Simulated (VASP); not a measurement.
A run of VASP 6.6.1:

The input INCAR:

```
SYSTEM = MgO
  PREC = Accurate
  ENCUT = 520
  EDIFF = 1E-7
  ISMEAR = 0
  SIGMA = 0.02
  LREAL = .False.
  LASPH = .True.
  NELM = 60
  ALGO = Normal
  ISIF = 2
  LWAVE = .False.
  LCHARG = .False.
  GGA = PE
  NBANDS = 11
```

KPOINTS

```
regular mesh
0
Gamma
  10 10 10
  0 0 0
```

Contents of POSCAR:

```
MgO
1.0
    0.0000000000      2.1267339561      2.1267339561
    2.1267339561      0.0000000000      2.1267339561
    2.1267339561      2.1267339561      0.0000000000
Mg O
1 1
Direct
    0.5000000000      0.5000000000      0.5000000000
    0.0000000000      0.0000000000      0.0000000000
```

Potentials or basis: VASP PAW PBE potentials, release 64 (Mg, O).

Run with:

```bash
$ cat potpaw_PBE.64/Mg/POTCAR potpaw_PBE.64/O/POTCAR > POTCAR
$ mpirun -np 1 vasp_std > vasp.out
```

Hardware: 1 thread of Intel(R) Xeon(R) Platinum 8259CL CPU @ 2.50GHz (Skylake/Cascade Lake), with other jobs on the host.

Question: Estimate the wall time of this run.

Answer: Run time: 15 s on 1 thread of Intel(R) Xeon(R) Platinum 8259CL CPU @ 2.50GHz (Skylake/Cascade Lake) (shared host), peak memory 0.14 GiB. Counts: scf iterations 13, k points 47.
